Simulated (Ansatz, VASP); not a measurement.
**One calculation of PbS, two programs**

Contents of INCAR:

```
PREC = Accurate ; ENCUT = 520
EDIFF = 1E-6 ; ISMEAR = -1
SIGMA = 0.01 ; LREAL = False
LASPH = True ; NELM = 100
ALGO = Normal ; ISIF = 2
LWAVE = False ; LCHARG = False
GGA = CA ; NBANDS = 17
```

The input KPOINTS:

```
regular mesh
0
Gamma
  8 8 8
```

The input POSCAR:

```
PbS
1.0
    0.0000000000      2.9650000000      2.9650000000
    2.9650000000      0.0000000000      2.9650000000
    2.9650000000      2.9650000000      0.0000000000
Pb S
1 1
Direct
    0.0000000000      0.0000000000      0.0000000000
    0.5000000000      0.5000000000      0.5000000000
```

Input for Ansatz:

```yaml
crystal:
  lattice:
    - [0.0, 2.965, 2.965]
    - [2.965, 0.0, 2.965]
    - [2.965, 2.965, 0.0]
  atoms:
    - { symbol: Pb, position: [0.0, 0.0, 0.0] }
    - { symbol: S, position: [0.5, 0.5, 0.5] }
kpoints:
  mp_grid: { grid: [8, 8, 8] }
  band_path:
    path:
      - [0.0, 0.0, 0.0]
      - [0.5, 0.0, 0.5]
      - [0.625, 0.25, 0.625]
      - [0.375, 0.375, 0.75]
      - [0.0, 0.0, 0.0]
      - [0.5, 0.5, 0.5]
      - [0.5, 0.25, 0.75]
      - [0.5, 0.0, 0.5]
    npoints: 14
scf:
  occupations: { method: fermi_dirac, width: 0.01 }
hamiltonian:
  xc: lda
  pseudopotentials: { kind: all_electron, lapw: { basis_error: 0.0005 } }
output:
  forces: true
  stress: true
  eigenvalues: true
  fatbands: true
  populations: true
  dos: { projected: true, de: 0.2, e_range: [-14, 8] }
```

Alike in both runs: task single point; functional LDA; k mesh 8 × 8 × 8; occupations fermi-dirac, width 0.01 eV; no spin polarisation.

```csv
,VASP,Ansatz
version,VASP 6.6.1,Ansatz 0.2.0
potentials or method,"VASP PAW LDA potentials, release 64 (Pb_d, S), cutoff 520 eV","all-electron LAPW, scalar-relativistic"
```

```tsv
	VASP	Ansatz	Ansatz less VASP
pressure (GPa)	-2.5	-2.5	-0.03
```

LDA's correlation is that of Perdew and Zunger in VASP and of Perdew and Wang (1992) in Ansatz. Ansatz ran all-electron here, and VASP with PAW potentials.

Spin-orbit coupling is off throughout.
